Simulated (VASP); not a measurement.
# Ge3AsN: relaxation of cell and atoms with PBE

Crystal: Ge3AsN.

```
CELL_PARAMETERS angstrom
4.44583 0.00000 0.00000
0.00000 4.44583 0.00000
0.00000 0.00000 4.44583
ATOMIC_POSITIONS crystal
Ge 0.00000 0.50000 0.50000
Ge 0.50000 0.00000 0.50000
Ge 0.50000 0.50000 0.00000
As 0.00000 0.00000 0.00000
N 0.50000 0.50000 0.50000
```

```json
{
  "Program": "VASP 6.6.1",
  "Task": "relaxation of cell and atoms",
  "Functional": "PBE",
  "Potentials or basis": "VASP PAW PBE potentials, release 64 (Ge_d, As, N)",
  "Cutoff": "600 eV",
  "k mesh": "8 × 8 × 8",
  "Occupations": "gaussian, width 0.1 eV",
  "Spin": "no spin polarisation",
  "Dipole correction": "no",
  "Further INCAR settings": "ALGO = Fast; EDIFF = 1e-06; IBRION = 2; EDIFFG = -0.005; NSW = 100; ISIF = 3"
}
```

* Relaxed volume: 17.65 Å³/atom
* Relaxed cell: a = 4.452 Å, b = 4.452 Å, c = 4.452 Å, α = 90.00°, β = 90.00°, γ = 90.00°
* Space group after relaxing (to 0.1 Å): Pm-3m (No. 221)
* Energy gained by relaxing: 0.1 meV/atom
* Ionic steps: 3
* Pressure after relaxing: 0.0 GPa
* Band gap on the k mesh: zero (bands 26 and 27 overlap by 0.42 eV)

Step by step:
| step | energy change (eV) | largest force (eV/Å) | pressure (GPa) | volume (Å³) |
| --- | --- | --- | --- | --- |
| 1 | 0.0000 | 0.0000 | 0.36 | 87.87 |
| 2 | -0.0004 | 0.0000 | -0.18 | 88.37 |
| 3 | -0.0004 | 0.0000 | 0.05 | 88.25 |

Final structure:
```cif
data_structure
_symmetry_space_group_name_H-M 'P 1'
_symmetry_Int_Tables_number 1
_cell_length_a 4.4521
_cell_length_b 4.4521
_cell_length_c 4.4521
_cell_angle_alpha 90.000
_cell_angle_beta 90.000
_cell_angle_gamma 90.000
_cell_volume 88.25
loop_
_atom_site_label
_atom_site_type_symbol
_atom_site_fract_x
_atom_site_fract_y
_atom_site_fract_z
_atom_site_occupancy
Ge1 Ge 0.00000 0.50000 0.50000 1
Ge2 Ge 0.50000 0.00000 0.50000 1
Ge3 Ge 0.50000 0.50000 0.00000 1
As1 As 0.00000 0.00000 0.00000 1
N1 N 0.50000 0.50000 0.50000 1
```

Levels at points of the mesh, in eV from the Fermi level:
```csv
k point,band 24,band 25,band 26,band 27,band 28,band 29
"(0.00, 0.00, 0.00)",-1.68,-1.68,-1.68,2.26,2.26,2.26
"(0.50, 0.00, 0.00)",-2.41,-0.15,0.13,0.97,1.44,1.44
"(0.50, 0.50, 0.00)",-1.70,-1.07,-0.03,-0.03,0.59,0.59
"(0.50, 0.50, 0.50)",0.18,0.18,0.18,2.05,4.18,4.18
```

It took 7.2 min on 1 thread of Oxide Virtual Turin-like Processor, with other jobs on the host, peak memory 0.25 GiB.
